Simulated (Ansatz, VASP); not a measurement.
**Hg: VASP beside Ansatz**

Contents of INCAR:

```
PREC     = Accurate       # precision mode
ENCUT    = 500            # plane-wave cutoff, eV
EDIFF    = 1E-6           # SCF threshold, eV
ISMEAR   = -1             # smearing method
SIGMA    = 0.1            # smearing width, eV
LREAL    = F              # projectors in reciprocal space
LASPH    = T              # aspherical terms in the spheres
NELM     = 120            # most SCF steps
ALGO     = Normal         # electronic algorithm
ISIF     = 2              # what is computed and relaxed
LWAVE    = F              # write WAVECAR
LCHARG   = F              # write CHGCAR
GGA      = PE             # functional
NBANDS   = 12             # bands
GGA_COMPAT= F
```

File KPOINTS:

```
regular mesh
0
Gamma
  14 14 14
```

File POSCAR:

```
Hg
1.0
   -1.7605910118      1.7605910118      1.7605910118
    1.7605910118     -1.7605910118      1.7605910118
    1.7605910118      1.7605910118     -1.7605910118
Hg
1
Direct
    0.0000000000      0.0000000000      0.0000000000
```

Input for Ansatz:

```yaml
crystal:
  lattice:
    - [-1.7605910118, 1.7605910118, 1.7605910118]
    - [1.7605910118, -1.7605910118, 1.7605910118]
    - [1.7605910118, 1.7605910118, -1.7605910118]
  atoms:
    - { symbol: Hg, position: [0.0, 0.0, 0.0] }
kpoints:
  mp_grid: { grid: [14, 14, 14] }
scf:
  occupations: { method: fermi_dirac, width: 0.1 }
hamiltonian:
  xc: pbe
  pseudopotentials: { kind: all_electron, lapw: { basis_error: 0.001 } }
output:
  forces: true
  stress: true
  eigenvalues: true
  populations: true
```

Change from the starting cell: volume scaled by 0.75, LAPW.

Alike in both runs: task single point; functional PBE; k mesh 14 × 14 × 14; occupations fermi-dirac, width 0.1 eV; no spin polarisation.

|  | VASP | Ansatz |
| --- | --- | --- |
| version | VASP 6.6.1 | Ansatz 0.2.0 |
| potentials or method | VASP PAW PBE potentials, release 64 (Hg), cutoff 500 eV | all-electron LAPW, scalar-relativistic |

Ansatz gave:

| Item | Value |
| --- | --- |
| pressure (GPa) | 10.2 |

Which values does VASP return?

Pressure (GPa): 10.8.

Ansatz ran all-electron here, and VASP with PAW potentials.

Neither program's run includes spin-orbit coupling.
